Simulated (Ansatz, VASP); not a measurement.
**One calculation of Ag, two programs**

Contents of INCAR:

```
SYSTEM = Ag
  ALGO = Fast
  EDIFF = 1E-7
  ENCUT = 520
  GGA = PS
  ISIF = 2
  ISMEAR = 0
  LASPH = .TRUE.
  LCHARG = .FALSE.
  LREAL = Auto
  LWAVE = .FALSE.
  NBANDS = 168
  NELM = 80
  PREC = Accurate
  SIGMA = 0.1
```

The input KPOINTS:

```
k-points
0
G
  4 4 4
  0 0 0
```

POSCAR

```
Ag
1.0
    0.0000000000      6.0816542764     -6.0816542764
    6.0816542764      6.0816542764      0.0000000000
    6.0816542764      0.0000000000     -6.0816542764
Ag
27
Direct
    0.6666666667      0.0000000000      0.6666666667
    0.6666666667      0.3333333333      0.6666666667
    0.6666666667      0.6666666667      0.6666666667
    0.3333333333      1.0000000000      0.6666666667
    0.3333333333      0.3333333333      0.6666666667
    0.3333333333      0.6666666667      0.6666666667
    0.0000000000      0.0000000000      0.6666666667
    0.0000000000      0.3333333333      0.6666666667
    0.0000000000      0.6666666667      0.6666666667
    0.6666666667      1.0000000000      0.3333333333
    0.6666666667      0.3333333333      0.3333333333
    0.6666666667      0.6666666667      0.3333333333
    0.3333333333      0.0000000000      0.3333333333
    0.3333333333      0.3333333333      0.3333333333
    0.3333333333      0.6666666667      0.3333333333
    0.0000000000      0.0000000000      0.3333333333
    0.0000000000      0.3333333333      0.3333333333
    0.0000000000      0.6666666667      0.3333333333
    0.6666666667      0.0000000000      0.0000000000
    0.6666666667      0.3333333333      0.0000000000
    0.6666666667      0.6666666667      0.0000000000
    0.3333333333      0.0000000000      0.0000000000
    0.3333333333      0.3333333333      0.0000000000
    0.3333333333      0.6666666667      0.0000000000
    0.0000000000      0.0000000000      0.0000000000
    0.0000000000      0.3333333333      0.0000000000
    0.0000000000      0.6666666667      0.0000000000
```

Input for Ansatz:

```yaml
crystal:
  lattice:
    - [0.0, 6.0816542764, -6.0816542764]
    - [6.0816542764, 6.0816542764, 0.0]
    - [6.0816542764, 0.0, -6.0816542764]
  atoms:
    - { symbol: Ag, position: [0.6666666667, 0.0, 0.6666666667] }
    - { symbol: Ag, position: [0.6666666667, 0.3333333333, 0.6666666667] }
    - { symbol: Ag, position: [0.6666666667, 0.6666666667, 0.6666666667] }
    - { symbol: Ag, position: [0.3333333333, 1.0, 0.6666666667] }
    - { symbol: Ag, position: [0.3333333333, 0.3333333333, 0.6666666667] }
    - { symbol: Ag, position: [0.3333333333, 0.6666666667, 0.6666666667] }
    - { symbol: Ag, position: [0.0, 0.0, 0.6666666667] }
    - { symbol: Ag, position: [0.0, 0.3333333333, 0.6666666667] }
    - { symbol: Ag, position: [0.0, 0.6666666667, 0.6666666667] }
    - { symbol: Ag, position: [0.6666666667, 1.0, 0.3333333333] }
    - { symbol: Ag, position: [0.6666666667, 0.3333333333, 0.3333333333] }
    - { symbol: Ag, position: [0.6666666667, 0.6666666667, 0.3333333333] }
    - { symbol: Ag, position: [0.3333333333, 0.0, 0.3333333333] }
    - { symbol: Ag, position: [0.3333333333, 0.3333333333, 0.3333333333] }
    - { symbol: Ag, position: [0.3333333333, 0.6666666667, 0.3333333333] }
    - { symbol: Ag, position: [0.0, 0.0, 0.3333333333] }
    - { symbol: Ag, position: [0.0, 0.3333333333, 0.3333333333] }
    - { symbol: Ag, position: [0.0, 0.6666666667, 0.3333333333] }
    - { symbol: Ag, position: [0.6666666667, 0.0, 0.0] }
    - { symbol: Ag, position: [0.6666666667, 0.3333333333, 0.0] }
    - { symbol: Ag, position: [0.6666666667, 0.6666666667, 0.0] }
    - { symbol: Ag, position: [0.3333333333, 0.0, 0.0] }
    - { symbol: Ag, position: [0.3333333333, 0.3333333333, 0.0] }
    - { symbol: Ag, position: [0.3333333333, 0.6666666667, 0.0] }
    - { symbol: Ag, position: [0.0, 0.0, 0.0] }
    - { symbol: Ag, position: [0.0, 0.3333333333, 0.0] }
    - { symbol: Ag, position: [0.0, 0.6666666667, 0.0] }
basis:
  ecutwfc: 420
  xc_grid: 2
kpoints:
  mp_grid: { grid: [4, 4, 4], shift: [0.0, 0.0, 0.0] }
hamiltonian:
  xc: pbesol
scf:
  occupations: { method: gaussian, width: 0.1 }
output:
  forces: true
  stress: true
  eigenvalues: true
```

Alike in both runs: task single point; functional PBEsol; k mesh 4 × 4 × 4; occupations gaussian, width 0.1 eV; no spin polarisation.

|  | VASP | Ansatz |
| --- | --- | --- |
| version | VASP 6.6.1 | Ansatz 0.2.0 |
| potentials or method | VASP PAW PBE potentials, release 64 (Ag), cutoff 520 eV | scalar-relativistic, plane waves, PAW |
| valence electrons in the cell | 297 | 513 |

|  | VASP | Ansatz | Ansatz less VASP |
| --- | --- | --- | --- |
| gap on the k mesh at the Fermi level (eV) | none | none | - |
| pressure (GPa) | -0.2 | 0.0 | +0.24 |

VASP's potentials were made for PBE, not for PBEsol. A gap of «none» marks a metal or a gap that the smearing closes. The functional is the same, so the differences come from potentials, cutoffs and numerics. VASP's potentials hold 297 valence electrons a cell and Ansatz's 513, so a difference there can come from the potentials and not from the codes.
